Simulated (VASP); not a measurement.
# Co (P6_3/mmc) in VASP: a series of runs

Co is run at these levels: PBE; tasks: single point.

Everything below comes from runs of VASP 6.6.1. Logs are shortened: lines on timing, memory, paths and dates and some standing lists are left out, and cuts for length are marked.

**1. The cell of the first run**

It takes space group P6_3/mmc (No. 194, hexagonal). Conventional cell: a = 2.507 Å, b = 2.507 Å, c = 4.070 Å, α = 90.00°, β = 90.00°, γ = 120.00°. Within 3.3 Å of Co (site symmetry -6m2) lie 12 Co at 2.50 to 2.51 Å.

**2. Single point, PBE**

File INCAR:

```
PREC     = Accurate       # precision mode
ENCUT    = 520            # plane-wave cutoff, eV
EDIFF    = 1E-6           # SCF threshold, eV
ISMEAR   = -1             # smearing method
SIGMA    = 0.1            # smearing width, eV
LREAL    = F              # projectors in reciprocal space
LASPH    = T              # aspherical terms in the spheres
NELM     = 80             # most SCF steps
ALGO     = Normal         # electronic algorithm
ISIF     = 2              # what is computed and relaxed
LWAVE    = F              # write WAVECAR
LCHARG   = T              # write CHGCAR
GGA      = PE             # functional
LELF     = T              # ELF
LVHAR    = T            
NBANDS   = 16             # bands
```

File KPOINTS:

```
Automatic mesh
0
Gamma
  12 12 7
```

File POSCAR:

```
Co
1.0
    2.5074000000      0.0000000000      0.0000000000
   -1.2537000000      2.1714720000      0.0000000000
    0.0000000000      0.0000000000      4.0699000000
Co
2
Direct
    0.3333333333      0.6666666667      0.2500000000
    0.6666666667      0.3333333333      0.7500000000
```

Potentials or basis: VASP PAW PBE potentials, release 64 (Co).

The run is started by

```sh
$ cat potpaw_PBE.64/Co/POTCAR > POTCAR
$ mpirun -np 1 vasp_std > vasp.out
```

OUTCAR:

```text
PREC = Accurate
   ENCUT = 520
   EDIFF = 1E-6
   ISMEAR = -1
   LREAL = F
   LASPH = T
   NELM = 80
   ISIF = 2
   GGA = PE

 ion  position               nearest neighbor table
   1  0.333  0.667  0.250-   2 2.50   2 2.50   2 2.50   2 2.50   2 2.50   2 2.50
   2  0.667  0.333  0.750-   1 2.50   1 2.50   1 2.50   1 2.50   1 2.50   1 2.50

  LATTYP: Found a hexagonal cell.
 ALAT       =     2.5074000000
 C/A-ratio  =     1.6231554598

  Lattice vectors:

 A1 = (   2.5074000000,   0.0000000000,   0.0000000000)
 A2 = (  -1.2537000000,   2.1714720000,   0.0000000000)
 A3 = (   0.0000000000,   0.0000000000,   4.0699000000)

Analysis of symmetry for initial positions (statically):
=====================================================================
 Subroutine PRICEL returns:
 Original cell was already a primitive cell.

 Routine SETGRP: Setting up the symmetry group for a
 hexagonal supercell.

 Subroutine GETGRP returns: Found 24 space group operations
 (whereof 12 operations were pure point group operations)
 out of a pool of 24 trial point group operations.

The static configuration has the point symmetry D_3d.
 The point group associated with its full space group is D_6h.

Analysis of symmetry for dynamics (positions and initial velocities):
=====================================================================
 Subroutine PRICEL returns:
 Original cell was already a primitive cell.

 Routine SETGRP: Setting up the symmetry group for a
 hexagonal supercell.

 Subroutine GETGRP returns: Found 24 space group operations
 (whereof 12 operations were pure point group operations)
 out of a pool of 24 trial point group operations.

The dynamic configuration has the point symmetry D_3d.
 The point group associated with its full space group is D_6h.

 Subroutine INISYM returns: Found 24 space group operations
 (whereof 12 operations are pure point group operations),
 and found     1 'primitive' translations

----------------------------------------------------------------------------------------

                                     Primitive cell

  volume of cell :      22.1596

  direct lattice vectors                    reciprocal lattice vectors
     2.507400000  0.000000000  0.000000000     0.398819494  0.230258553  0.000000000
    -1.253700000  2.171472000  0.000000000     0.000000000  0.460517105  0.000000000
     0.000000000  0.000000000  4.069900000     0.000000000  0.000000000  0.245706283

  length of vectors
     2.507400000  2.507399916  4.069900000     0.460517090  0.460517105  0.245706283

  position of ions in fractional coordinates (direct lattice)
     0.333333333  0.666666667  0.250000000
     0.666666667  0.333333333  0.750000000

  ion indices of the primitive-cell ions
   primitive index   ion index
                 1           1
                 2           2

----------------------------------------------------------------------------------------

 KPOINTS: Automatic mesh

Automatic generation of k-mesh.
 Grid dimensions read from file:
 generate k-points for:   12   12    7

 Generating k-lattice:

  Cartesian coordinates                     Fractional coordinates (reciprocal lattice)
     0.033234958  0.019188213  0.000000000     0.083333333 -0.000000000  0.000000000
     0.000000000  0.038376425  0.000000000     0.000000000  0.083333333  0.000000000
     0.000000000  0.000000000  0.035100898     0.000000000  0.000000000  0.142857143

  Length of vectors
     0.038376424  0.038376425  0.035100898

  Shift w.r.t. Gamma in fractional coordinates (k-lattice)
     0.000000000  0.000000000  0.000000000

 Subroutine IBZKPT returns following result:
 ===========================================

 Found     76 irreducible k-points:

 Following reciprocal coordinates:
            Coordinates               Weight
  0.000000  0.000000  0.000000      1.000000
  0.083333 -0.000000  0.000000      6.000000
  0.166667  0.000000  0.000000      6.000000
  0.250000 -0.000000  0.000000      6.000000
  0.333333 -0.000000  0.000000      6.000000
  0.416667 -0.000000  0.000000      6.000000
[... 16 lines left out ...]
  0.250000 -0.000000  0.142857     12.000000
  0.333333 -0.000000  0.142857     12.000000
 [... further k-points ...]
   k-points           NKPTS =     76   k-points in BZ     NKDIM =     76   number of bands    NBANDS=     16
   number of dos      NEDOS =    301   number of ions     NIONS =      2
   total plane-waves  NPLWV =  12000
   dimension x,y,z NGX =    20 NGY =   20 NGZ =   30
   dimension x,y,z NGXF=    40 NGYF=   40 NGZF=   60
   ions per type =               2
   NGX,Y,Z   is equivalent  to a cutoff of  13.26, 13.26, 12.25 a.u.
   NGXF,Y,Z  is equivalent  to a cutoff of  26.52, 26.52, 24.51 a.u.
 SYSTEM =  unknown system
   PREC   = accura    normal or accurate (medium, high low for compatibility)
   ISTART =      0    job   : 0-new  1-cont  2-samecut
   ICHARG =      2    charge: 1-file 2-atom 10-const
   ISPIN  =      1    spin polarized calculation?
   LNONCOLLINEAR =      F non collinear calculations
   LSORBIT =      F    spin-orbit coupling
   LASPH  =      T    aspherical Exc in radial PAW
   ENCUT  =  520.0 eV  38.22 Ry    6.18 a.u.   4.66  4.66  7.57*2*pi/ulx,y,z
   NELM   =     80;   NELMIN=  2; NELMDL= -5     # of ELM steps
   EDIFF  = 0.1E-05   stopping-criterion for ELM
   LREAL  =      F    real-space projection
   EDIFFG = 0.1E-04   stopping-criterion for IOM
   NSW    =      0    number of steps for IOM
   IBRION =     -1    ionic relax: 0-MD 1-quasi-New 2-CG
   NFREE  =      0    steps in history (QN), initial steepest desc. (CG)
   ISIF   =      2    stress and relaxation
   ISYM   =      2    0-nonsym 1-usesym 2-fastsym
   POTIM  = 0.5000    time-step for ionic-motion
   TEBEG  =    0.0;   TEEND  =   0.0 temperature during run
   PSTRESS=    0.0 pullay stress
   NELECT =      18.0000    total number of electrons
   NUPDOWN=      -1.0000    fix difference up-down
   EMIN   =  10.00;   EMAX   =-10.00  energy-range for DOS
   EFERMI =   0.00;   METHOD = LEGACY
   ISMEAR =    -1;   SIGMA  =   0.10  broadening in eV -4-tet -1-fermi 0-gaus
   EFERMI_NEDOS =   21; number of points for ismear=-14 and -15
   IALGO  =     38    algorithm
   IMIX   =      4    mixing-type and parameters
     AMIX     =   0.40;   BMIX     =  1.00
     AMIX_MAG =   1.60;   BMIX_MAG =  1.00
  volume/ion in A,a.u.               =      11.08        74.77
  Fermi-wavevector in a.u.,A,eV,Ry     =   1.527490  2.886538 31.745476  2.333227
  Thomas-Fermi vector in A             =   2.635379
   LORBIT       =      0    0 simple, 1 ext, 2 COOP (PROOUT), +10 PAW based schemes
   GGA     = PE    functional components
   LHFCALC =     F    Hartree Fock is set to
   AEXX    =    0.0000 exact exchange contribution
   IVDW    =     0    specifies the selected vdW correction
   LEPSILON=     F    determine dielectric tensor
   LRPA    =     F    only Hartree local field effects (RPA)
 non-spin polarized calculation
  energy-cutoff  :      520.00
  volume of cell :       22.16
 maximum number of plane-waves:       615
 NGX is ok and might be reduce to    20
   NGX =  9   NGY =  9   NGZ = 15

 number of electron      18.0000002 magnetization

 Free energy of the ion-electron system (eV)
  ---------------------------------------------------
  ext. energy  EPLUGINS =         0.00000000
  ---------------------------------------------------
  free energy    TOTEN  =       -13.65599216 eV

  energy without entropy =      -13.46119043  energy(sigma->0) =      -13.55859130

 E-fermi :   9.8333     XC(G=0): -13.2973

 val. band max:        9.8189971962   @ k =   0.3333   0.3333   0.0000
 cond. band min:       9.8355642029   @ k =   0.1667   0.0833   0.4286
 fundamental gap:      0.0165670067
 Fermi energy:         9.8333062108

 k-point     1 :       0.0000    0.0000    0.0000
  band No.  band energies     occupation
      1       1.1628      2.00000
      2       5.3634      2.00000
      3       8.0920      2.00000
      4       8.1497      2.00000
      5       8.1497      2.00000
      6       8.4687      2.00000
[... 8 lines left out ...]
     15      34.3431      0.00000
     16      34.3431      0.00000

 k-point     2 :       0.0833   -0.0000    0.0000
  band No.  band energies     occupation
      1       1.4031      2.00000
      2       5.5159      2.00000
      3       7.8926      2.00000
      4       8.2646      2.00000
      5       8.3075      2.00000
      6       8.4153      2.00000
[... 8 lines left out ...]
     15      32.2022      0.00000
     16      32.2438      0.00000

 k-point     3 :       0.1667    0.0000    0.0000
  band No.  band energies     occupation
      1       2.1011      2.00000
      2       5.9005      2.00000
      3       7.6043      2.00000
      4       7.7502      2.00000
      5       8.2228      2.00000
      6       8.5896      1.99999
[... 8 lines left out ...]
     15      29.8729      0.00000
     16      31.2764      0.00000

 k-point     4 :       0.2500   -0.0000    0.0000
  band No.  band energies     occupation
      1       3.1725      2.00000
      2       6.2423      2.00000
      3       7.0456      2.00000
      4       7.3912      2.00000
      5       8.1029      2.00000
      6       8.3742      2.00000
[... 8 lines left out ...]
     15      27.8114      0.00000
     16      29.7834      0.00000
[... 324 lines left out ...]
 k-point    22 :       0.1667    0.0000    0.1429
  band No.  band energies     occupation
      1       2.2896      2.00000
      2       5.8560      2.00000
      3       7.5319      2.00000
      4       7.6310      2.00000
      5       8.1458      2.00000
      6       8.4242      2.00000
[... 8 lines left out ...]
     15      30.1041      0.00000
     16      30.8900      0.00000

 k-point    23 :       0.2500   -0.0000    0.1429
  band No.  band energies     occupation
      1       3.3356      2.00000
      2       6.2474      2.00000
      3       6.9264      2.00000
      4       7.4329      2.00000
      5       7.9917      2.00000
      6       8.4005      2.00000
[... 8 lines left out ...]
     15      28.0755      0.00000
     16      28.3205      0.00000

 k-point    24 :       0.3333   -0.0000    0.1429
  band No.  band energies     occupation
      1       4.5053      2.00000
      2       6.2209      2.00000
      3       6.5550      2.00000
      4       7.3522      2.00000
      5       8.1198      2.00000
      6       8.2480      2.00000
[... 8 lines left out ...]
     15      25.3948      0.00000
     16      26.4618      0.00000

 [... further k-points ...]
[... 5 lines left out ...]
  --------------------------------------------------------------------------------------
  -------------------------------------------------------------------------------------
  Total       -1.9154923     -1.9154921     -2.2105419     -0.0000000     -0.0000000      0.0000000
  in kB     -138.4935034   -138.4934910   -159.8261120     -0.0000000     -0.0000000      0.0000000
  external PRESSURE =    -145.6043688 kB  Pullay stress =       0.0000000 kB

 VOLUME and BASIS-vectors are now :
 -----------------------------------------------------------------------------
  energy-cutoff  :      520.00
  volume of cell :       22.16
      direct lattice vectors                 reciprocal lattice vectors
     2.507400000  0.000000000  0.000000000     0.398819494  0.230258553  0.000000000
    -1.253700000  2.171472000  0.000000000     0.000000000  0.460517105  0.000000000
     0.000000000  0.000000000  4.069900000     0.000000000  0.000000000  0.245706283

 POSITION                                       TOTAL-FORCE (eV/Angst)
 -----------------------------------------------------------------------------------
     -0.00000      1.44765      1.01747        -0.000000      0.000000      0.000000
      1.25370      0.72382      3.05242         0.000000     -0.000000      0.000000
 -----------------------------------------------------------------------------------
    total drift:                                0.000000     -0.000000     -0.000000

  FREE ENERGIE OF THE ION-ELECTRON SYSTEM (eV)
  ---------------------------------------------------
  free  energy   TOTEN  =       -13.6559921633 eV

  energy  without entropy=      -13.4611904282  energy(sigma->0) =      -13.55859130
```

It used 57 s of CPU time on 1 thread of AMD EPYC 7R13 Processor (Zen 3), with other jobs on the host.

Results:

```
Free energy            : -13.6560 eV
Pressure               : -14.6 GPa
Band gap on the k mesh : zero (band 9 reaches 10.17 eV, above the bottom of band 10 at 8.84 eV)
```

Stress tensor (GPa, compression positive):
```
-13.85   0.00   0.00
  0.00 -13.85   0.00
  0.00   0.00 -15.98
```

Caveat: the run has no spin polarisation, though such a crystal can be magnetic.

[end of part 1 of 2]
